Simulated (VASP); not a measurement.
VMo:

```xyz
2
Lattice="1.5373 -2.2240 0.0000 1.5373 2.2240 0.0000 0.0000 0.0000 4.2290" Properties=species:S:1:pos:R:3 pbc="T T T"
V     1.5373    0.0000    2.1145
Mo    0.0000    0.0000    0.0000
```

* Program: VASP 6.6.1
* Task: relaxation of cell and atoms
* Functional: PBEsol
* Potentials or basis: VASP PAW PBE potentials, release 64 (V_sv, Mo_sv)
* Cutoff: 600 eV
* k mesh: 18 × 18 × 12
* Occupations: fermi-dirac, width 0.1 eV
* Spin: no spin polarisation

At the start: pressure -5.2 GPa; volume 14.46 Å³/atom.

Task: Where does the relaxation end?

Result: Over 29 steps the energy falls by 5.5 meV/atom and the volume is 14.14 Å³/atom (-2.2 %); space group Cmmm (No. 65, to 0.1 Å) before and after.

The path:
| step | energy change (eV) | largest force (eV/Å) | pressure (GPa) | volume (Å³) |
| --- | --- | --- | --- | --- |
| 1 | 0.0000 | 0.0000 | -5.22 | 28.92 |
| 2 | 0.0359 | 0.0000 | 12.27 | 26.99 |
| 3 | -0.0108 | 0.0000 | -0.03 | 28.27 |
| 4 | -0.0108 | 0.0000 | 0.04 | 28.26 |
| 5 | -0.0110 | 0.0000 | 0.08 | 28.26 |
| 6 | -0.0111 | 0.0000 | 0.06 | 28.26 |
| 7 | -0.0111 | 0.0000 | 0.06 | 28.26 |
| 8 | -0.0111 | 0.0000 | -0.14 | 28.28 |
| 9 | -0.0111 | 0.0000 | -0.07 | 28.27 |
| 10 | -0.0111 | 0.0000 | 0.00 | 28.27 |
| 11 | -0.0111 | 0.0000 | 0.00 | 28.27 |
| 12 | -0.0111 | 0.0000 | -0.01 | 28.27 |
| 13 | -0.0111 | 0.0000 | 0.00 | 28.27 |
| 14 | -0.0111 | 0.0000 | -0.05 | 28.27 |
| 15 | -0.0111 | 0.0000 | 0.06 | 28.26 |
| 16 | -0.0111 | 0.0000 | 0.08 | 28.26 |
| 17 | -0.0111 | 0.0000 | 0.04 | 28.27 |
| 18 | -0.0111 | 0.0000 | -0.01 | 28.27 |
| 19 | -0.0111 | 0.0000 | -0.06 | 28.27 |
| 20 | -0.0111 | 0.0000 | 0.00 | 28.27 |
| 21 | -0.0111 | 0.0000 | 0.06 | 28.27 |
| 22 | -0.0111 | 0.0000 | 0.00 | 28.27 |
| 23 | -0.0111 | 0.0000 | 0.00 | 28.27 |
| 24 | -0.0111 | 0.0000 | 0.06 | 28.27 |
| 25 | -0.0111 | 0.0000 | 0.01 | 28.27 |
| 26 | -0.0111 | 0.0000 | 0.05 | 28.27 |
| 27 | -0.0111 | 0.0000 | 0.03 | 28.27 |
| 28 | -0.0111 | 0.0000 | 0.03 | 28.27 |
| 29 | -0.0111 | 0.0000 | 0.00 | 28.27 |

Final structure:
```
CELL_PARAMETERS angstrom
1.52671 -2.19707 0.00000
1.52671 2.19707 0.00000
0.00000 0.00000 4.21408
ATOMIC_POSITIONS crystal
V 0.50000 0.50000 0.50000
Mo 0.00000 0.00000 0.00000
```

Caveat: the PAW data sets were made with another functional, which shifts forces and pressure a little.
